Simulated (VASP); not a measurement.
# CaO (P1) in VASP: notebook, part 2 of 2

VASP 6.6.1. Earlier steps stand in the parts before.

**3. Single point, PBE**

File INCAR:

```
  ALGO = Normal
  EDIFF = 1E-6
  ENCUT = 520
  GGA = PE
  ISIF = 2
  ISMEAR = -1
  LASPH = T
  LCHARG = F
  LREAL = Auto
  LWAVE = F
  NBANDS = 114
  NELM = 60
  PREC = Accurate
  SIGMA = 0.086
```

File KPOINTS:

```
k-points
0
Gamma
  2 2 2
```

File POSCAR:

```
CaO
1.0
    5.8064179366      0.0000000000      0.0000000000
    0.0000000000      5.8064179366      0.0000000000
    0.0000000000      0.0000000000      8.7096269049
Ca O
12 12
Direct
    0.0306900058     -0.0011106676      0.0118296686
    0.0007662211      0.0075087602      0.3334046374
    0.0050952240     -0.0205067912      0.6625981874
   -0.0278965451      0.4492015608      0.0151773436
   -0.0045279207      0.5051117629      0.3569772889
    0.0102581317      0.5024011416      0.6813438813
    0.5001522508     -0.0275238541      0.0117893684
    0.5343599159      0.0013023520      0.3261703436
    0.4977101255     -0.0003640799      0.6679388295
    0.4793044577      0.5180054266     -0.0015851425
    0.5032345298      0.5221272449      0.3322621085
    0.4857781563      0.4929114699      0.6815723641
    0.2269827998      0.2577971507      0.1618598610
    0.2750118950      0.2974530974      0.5036230654
    0.2870361759      0.2262863291      0.8218432406
    0.2105933492      0.7920346159      0.1582331844
    0.2414268169      0.7805919328      0.4935041474
    0.2405011171      0.7162941155      0.8430928305
    0.7076522987      0.2483503626      0.1491315316
    0.7628059241      0.2958319602      0.4667503034
    0.7812985647      0.2349047235      0.8110462224
    0.7483209179      0.7558136614      0.1710933219
    0.7368673848      0.7759150390      0.5033661083
    0.7576786666      0.7574788877      0.8405820456
```

Potentials or basis: VASP PAW PBE potentials, release 64 (Ca_sv, O).

Started as:

```sh
$ cat potpaw_PBE.64/Ca_sv/POTCAR potpaw_PBE.64/O/POTCAR > POTCAR
$ mpirun -np 1 vasp_std > vasp.out
```

OUTCAR:

```text
EDIFF = 1E-6
   ENCUT = 520
   GGA = PE
   ISIF = 2
   ISMEAR = -1
   LASPH = T
   LREAL = Auto
   NELM = 60
   PREC = Accurate

 ion  position               nearest neighbor table
   1  0.031  0.999  0.012-  16 2.04  13 2.29  18 2.52  22 2.57   4 2.64   7 2.73   2 2.81   3 3.05
                             7 3.08
   2  0.001  0.008  0.333-  16 2.32  17 2.37  20 2.46  13 2.46  22 2.51  23 2.52   8 2.71   1 2.81
                             3 2.87   5 2.90   5 2.92   8 3.10
   3  0.005  0.979  0.663-  17 2.32  21 2.36  23 2.40  24 2.48   6 2.78   9 2.86   2 2.87   9 2.95
                             6 3.04   1 3.05
[... 1144 lines left out ...]
  Total       17.5913252     18.2904686     16.8394781     -0.7043046     -2.0726634      0.0351904
  in kB       95.9827092     99.7974119     91.8804416     -3.8428638    -11.3089747      0.1920080
  external PRESSURE =      95.8868542 kB  Pullay stress =       0.0000000 kB

 VOLUME and BASIS-vectors are now :
 -----------------------------------------------------------------------------
  energy-cutoff  :      520.00
  volume of cell :      293.64
      direct lattice vectors                 reciprocal lattice vectors
     5.806417937  0.000000000  0.000000000     0.172223221  0.000000000  0.000000000
     0.000000000  5.806417937  0.000000000     0.000000000  0.172223221  0.000000000
     0.000000000  0.000000000  8.709626905     0.000000000  0.000000000  0.114815481

 POSITION                                       TOTAL-FORCE (eV/Angst)
 -----------------------------------------------------------------------------------
      0.17820      5.79997      0.10303        -1.926825     -0.874300     -2.220435
      0.00445      0.04360      2.90383         1.005738      0.081083      0.103191
      0.02959      5.68735      5.77098        -0.451079      0.736685      0.840213
      5.64444      2.60825      0.13219        -0.300077      1.883571     -0.381453
      5.78013      2.93289      3.10914         1.317040      1.202486     -1.030392
      0.05956      2.91715      5.93425        -0.879477     -0.756256      0.237841
[... 16 lines left out ...]
      4.27856      4.50529      4.38413         0.396207      0.210098     -0.071706
      4.39940      4.39824      7.32116        -0.713521     -0.657666     -0.106955
 -----------------------------------------------------------------------------------
    total drift:                               -0.003003      0.011380      0.000062

  FREE ENERGIE OF THE ION-ELECTRON SYSTEM (eV)
  ---------------------------------------------------
  free  energy   TOTEN  =      -139.4179797609 eV

  energy  without entropy=     -139.4179797387  energy(sigma->0) =     -139.41797975
```

OSZICAR:

```text
N       E                     dE             d eps       ncg     rms          rms(c)
DAV:   1     0.242650740409E+04    0.24265E+04   -0.97960E+04  1824   0.176E+03
DAV:   2     0.102273253972E+03   -0.23242E+04   -0.22588E+04  2064   0.546E+02
DAV:   3    -0.146696069816E+03   -0.24897E+03   -0.24673E+03  2420   0.163E+02
DAV:   4    -0.158539687769E+03   -0.11844E+02   -0.11814E+02  2760   0.349E+01
DAV:   5    -0.159458142667E+03   -0.91845E+00   -0.91798E+00  2896   0.709E+00    0.290E+01
DAV:   6    -0.139174408544E+03    0.20284E+02   -0.13593E+02  2624   0.359E+01    0.118E+01
DAV:   7    -0.139560881339E+03   -0.38647E+00   -0.15576E+01  2408   0.115E+01    0.581E+00
DAV:   8    -0.139429325418E+03    0.13156E+00   -0.15263E+00  2576   0.404E+00    0.159E+00
DAV:   9    -0.139410262215E+03    0.19063E-01   -0.42654E-01  2624   0.179E+00    0.479E-01
DAV:  10    -0.139416748484E+03   -0.64863E-02   -0.62362E-02  2536   0.764E-01    0.237E-01
DAV:  11    -0.139418827040E+03   -0.20786E-02   -0.20327E-02  2784   0.360E-01    0.273E-01
DAV:  12    -0.139417968942E+03    0.85810E-03   -0.72099E-03  2112   0.239E-01    0.652E-02
DAV:  13    -0.139418032661E+03   -0.63719E-04   -0.72864E-04  2384   0.929E-02    0.615E-02
DAV:  14    -0.139417979845E+03    0.52816E-04   -0.55993E-04  2344   0.632E-02    0.207E-02
DAV:  15    -0.139417979162E+03    0.68339E-06   -0.78210E-05  2416   0.264E-02    0.490E-03
DAV:  16    -0.139417979761E+03   -0.59893E-06   -0.97848E-06  1728   0.906E-03
   1 F= -.13941798E+03 E0= -.13941798E+03  d E =-.222067E-07
```

stdout:

```text
POSCAR found type information on POSCAR CaO
 POSCAR found :  2 types and      24 ions
 scaLAPACK will be used
 LDA part: xc-table for (Slater+PW92), standard interpolation
 POSCAR, INCAR and KPOINTS ok, starting setup
 FFT: planning ... GRIDC
 FFT: planning ... GRID_SOFT
 FFT: planning ... GRID
 WAVECAR not read
 entering main loop
```

Wall time 21 min (1 thread of Intel Xeon 8259CL, shared host); peak memory 0.5 GiB.

Results:

| Property | Result |
| --- | --- |
| Free energy | -139.4180 eV |
| Pressure | 9.6 GPa |
| Largest force | 3.213 eV/Å |
| Band gap on the k mesh | 3.16 eV (least direct gap 3.19 eV) |

Forces in eV/Å, atoms in the order of the input:
```
Ca  -1.927 -0.874 -2.220
Ca   1.006  0.081  0.103
Ca  -0.451  0.737  0.840
Ca  -0.300  1.884 -0.381
Ca   1.317  1.202 -1.030
Ca  -0.879 -0.756  0.238
Ca   1.073  1.569 -1.149
Ca  -1.302  1.109  0.873
Ca   0.541 -0.127 -0.079
Ca  -0.154 -1.463  0.370
Ca  -0.528 -0.715  0.475
Ca   1.326  0.132 -0.922
O   -0.023  0.755  0.462
O   -0.535 -0.620 -0.209
O   -0.572 -0.016  0.985
O    2.248 -1.919  1.260
O    0.032  0.143  0.165
O    0.364  0.500 -0.648
O    0.391 -0.007 -0.090
O   -0.564 -1.581  1.052
O    0.004  0.781 -0.113
O   -0.748 -0.366  0.198
O    0.396  0.210 -0.072
O   -0.714 -0.658 -0.107
```

Caveat: the k points lie up to 0.54 Å⁻¹ apart; the atoms stand as in a frame of molecular dynamics; the structure was generated, so it needn't be the stable form of CaO; forces of over 1 eV/Å act on the atoms, so gaps and moduli don't describe the material at rest. A k mesh can miss the band edges.

**4. Single point, PBE**

File INCAR:

```
SYSTEM = CaO
ALGO     = Normal         ! electronic algorithm
EDIFF    = 1E-6           ! SCF threshold, eV
ENCUT    = 520            ! plane-wave cutoff, eV
GGA      = PE             ! functional
ISIF     = 2              ! what is computed and relaxed
ISMEAR   = -1             ! smearing method
LASPH    = .TRUE.         ! aspherical terms in the spheres
LCHARG   = .TRUE.         ! write CHGCAR
LELF     = .TRUE.         ! ELF
LREAL    = Auto         
LVHAR    = .TRUE.       
LWAVE    = .FALSE.        ! write WAVECAR
NBANDS   = 114            ! bands
NELM     = 100            ! most SCF steps
PREC     = Accurate       ! precision mode
SIGMA    = 0.086          ! smearing width, eV
```

File KPOINTS:

```
k-points
0
G
  2 2 2
  0 0 0
```

File POSCAR:

```
CaO
1.0
    5.8064179366      0.0000000000      0.0000000000
    0.0000000000      5.8064179366      0.0000000000
    0.0000000000      0.0000000000      8.7096269049
Ca O
12 12
Direct
    0.0292734698     -0.0079835796      0.0082974852
    0.0167967585      0.0180848160      0.3300333104
    0.0046915328     -0.0233009407      0.6566313417
   -0.0431167723      0.4417928623      0.0218428415
    0.0048393003      0.5305536104      0.3670818549
    0.0080789913      0.5002399124      0.6829091607
    0.5238296714     -0.0177033416      0.0092258831
    0.5327398120      0.0087232784      0.3352105701
    0.4949302705      0.0016908876      0.6646708364
    0.4680238367      0.5155982626      0.0004560471
    0.5040333011      0.5223549240      0.3342249940
    0.4849420126      0.4862538368      0.6804813874
    0.2188397415      0.2838948243      0.1631084793
    0.2813996543      0.3171850563      0.5033687491
    0.2835755225      0.2186244624      0.8319246139
    0.2448943592      0.7778778671      0.1736433738
    0.2311948631      0.7916779416      0.4951647237
    0.2506068312      0.6894863656      0.8400806464
    0.7112459084      0.2349102347      0.1424077074
    0.7786580383      0.2829708467      0.4573713712
    0.8008980839      0.2455820466      0.7921940946
    0.7394095718      0.7707071811      0.1794952892
    0.7442001329      0.7970580228      0.5067996653
    0.7393107156      0.7426189515      0.8414077985
```

Started as:

```sh
$ cat potpaw_PBE.64/Ca_sv/POTCAR potpaw_PBE.64/O/POTCAR > POTCAR
$ mpirun -np 1 vasp_std > vasp.out
```

Wall time 22 min (1 thread of Intel Xeon 8259CL, shared host); peak memory 0.5 GiB.

The run converged. Its results:

```
Free energy            : -139.7701 eV
Pressure               : 11.7 GPa
Largest force          : 2.563 eV/Å
Band gap on the k mesh : 3.48 eV (least direct gap 3.52 eV)
```

Forces on the atoms (eV/Å):
```
Ca  -0.004 -1.640 -1.076
Ca   0.299  0.590 -0.286
Ca  -0.648  0.931  1.128
Ca   0.055  2.416 -0.854
Ca   0.708  0.734 -1.427
Ca  -0.554 -0.343  0.275
Ca  -0.253  0.347 -0.915
Ca  -0.709  0.734  0.082
Ca   0.510 -0.359  0.442
Ca  -0.354 -0.937  0.805
Ca  -0.171 -0.265 -0.148
Ca   1.597  0.504 -0.136
O    0.135 -0.533  0.700
O   -0.455 -1.264 -0.167
O    0.082 -0.566  0.397
O    0.473  0.084 -0.362
O    1.025  0.250  0.379
O   -0.814  1.591 -0.496
O    0.128  0.495  0.035
O   -0.678 -0.545  0.875
O   -1.076 -0.466  0.858
O    0.643 -1.064 -0.058
O   -0.132 -0.843 -0.076
O    0.192  0.150  0.026
```

Stress tensor (GPa, compression positive):
```
11.86  0.37 -0.02
 0.37 11.96 -0.14
-0.02 -0.14 11.17
```

Levels at points of the mesh, in eV from the valence-band top:
| k point | band 92 | band 93 | band 94 | band 95 | band 96 | band 97 | band 98 | band 99 | band 100 | band 101 |
| --- | --- | --- | --- | --- | --- | --- | --- | --- | --- | --- |
| (0.00, 0.00, 0.00) | -0.22 | -0.20 | -0.14 | -0.09 | -0.05 | 3.48 | 3.59 | 3.95 | 4.06 | 4.19 |
| (0.50, 0.00, 0.00) | -0.36 | -0.34 | -0.29 | -0.26 | -0.21 | 3.74 | 3.95 | 4.45 | 4.52 | 4.67 |
| (0.00, 0.50, 0.00) | -0.40 | -0.35 | -0.27 | -0.23 | -0.19 | 3.60 | 4.04 | 4.44 | 4.53 | 4.63 |
| (0.50, 0.50, 0.00) | -0.91 | -0.59 | -0.50 | -0.36 | -0.22 | 4.35 | 4.49 | 4.53 | 4.79 | 5.42 |
| (0.00, 0.00, 0.50) | -0.33 | -0.29 | -0.23 | -0.08 | 0.00 | 3.63 | 3.76 | 4.10 | 4.23 | 4.31 |
| (0.50, 0.00, 0.50) | -0.51 | -0.41 | -0.30 | -0.27 | -0.21 | 4.20 | 4.22 | 4.33 | 4.47 | 4.67 |
| (0.00, 0.50, 0.50) | -0.54 | -0.51 | -0.37 | -0.24 | -0.21 | 4.11 | 4.18 | 4.34 | 4.50 | 4.68 |
| (0.50, 0.50, 0.50) | -0.86 | -0.83 | -0.79 | -0.74 | -0.58 | 4.88 | 5.00 | 5.12 | 5.19 | 5.24 |

Caveat: the k points lie up to 0.54 Å⁻¹ apart; the atoms stand as in a frame of molecular dynamics; the structure was generated, so it needn't be the stable form of CaO; forces of over 1 eV/Å act on the atoms, so gaps and moduli don't describe the material at rest.

**5. Overview**

| cell | gap on the mesh (eV) | pressure (GPa) | largest force (eV/Å) |
| --- | --- | --- | --- |
| as given, atomic positions A | 2.80 | 6.2 | 1.93 |
| as given, atomic positions B | 3.16 | 9.6 | 3.21 |
| as given, atomic positions C | 3.48 | 11.7 | 2.56 |

Alike in all rows: task single point; level PBE; potentials or basis VASP PAW PBE potentials, release 64 (Ca_sv, O); no spin polarisation; k mesh 2 × 2 × 2; cutoff (eV) 520; smearing fermi-dirac 0.086 eV.

Caveats: all runs use coarse meshes; the atoms stand as in a frame of molecular dynamics; the structure was generated, so it needn't be the stable form of CaO; forces of over 1 eV/Å act on the atoms, so gaps and moduli don't describe the material at rest.

Absolute energies hang on the potentials; compare differences alone.
